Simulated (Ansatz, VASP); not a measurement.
**BaO in VASP and in Ansatz**

File POSCAR:

```
BaO
1.0
    0.0000000000      2.7867887712      2.7867887712
    2.7867887712      0.0000000000      2.7867887712
    2.7867887712      2.7867887712      0.0000000000
Ba O
1 1
Direct
    0.5000000000      0.5000000000      0.5000000000
    0.0000000000      0.0000000000      0.0000000000
```

The input INCAR.step1:

```
SYSTEM = BaO
PREC = Accurate
ENCUT = 660
ISMEAR = 0
SIGMA = 0.05
LREAL = .False.
LASPH = .True.
NELM = 120
NBANDS = 15
GGA = PE
ALGO = Normal
EDIFF = 1E-5
LWAVE = .True.
LCHARG = .False.
GGA_COMPAT = .False.
```

INCAR.step2

```
SYSTEM = BaO
PREC = Accurate
ENCUT = 660
EDIFF = 1E-6
ISMEAR = 0
SIGMA = 0.05
LREAL = .False.
LASPH = .True.
NELM = 120
ALGO = Normal
ISIF = 2
LWAVE = .False.
LCHARG = .False.
METAGGA = R2SCAN
LMIXTAU = .True.
NBANDS = 15
ISTART = 1
GGA_COMPAT = .False.
```

Contents of KPOINTS:

```
Automatic mesh
0
Gamma
  8 8 8
  0 0 0
```

Input for Ansatz:

```yaml
crystal:
  lattice:
    - [0.0, 2.7867887236, 2.7867887236]
    - [2.7867887236, 0.0, 2.7867887236]
    - [2.7867887236, 2.7867887236, 0.0]
  atoms:
    - { symbol: Ba, position: [0.5, 0.5, 0.5] }
    - { symbol: O, position: [0.0, 0.0, 0.0] }
basis:
  ecutwfc: 500
  ecutrho_ratio: 4
kpoints:
  mp_grid: { grid: [8, 8, 8] }
hamiltonian:
  xc: r2scan
scf:
  occupations: { method: gaussian, width: 0.05 }
output:
  forces: true
  stress: true
  eigenvalues: true
```

Alike in both runs: task single point; functional r2SCAN; k mesh 8 × 8 × 8; occupations gaussian, width 0.05 eV; no spin polarisation.

```csv
,VASP,Ansatz
version,VASP 6.6.1,Ansatz 0.2.0
potentials or method,"VASP PAW PBE potentials, release 64 (Ba_sv, O), cutoff 660 eV","scalar-relativistic, plane waves, PAW"
valence electrons in the cell,16,16
```

Ansatz gave:

* gap on the k mesh at the Fermi level (eV): 2.43
* least direct gap on the mesh (eV): 2.43
* pressure (GPa): -1.2

Question: Estimate VASP's values.

Answer: gap on the k mesh at the Fermi level (eV): 2.37; least direct gap on the mesh (eV): 2.37; pressure (GPa): 0.3.

VASP's potentials were made for PBE, not for r2SCAN. With one functional, cell and mesh, what is left measures potentials, basis and numerics.

Neither program's run includes spin-orbit coupling.
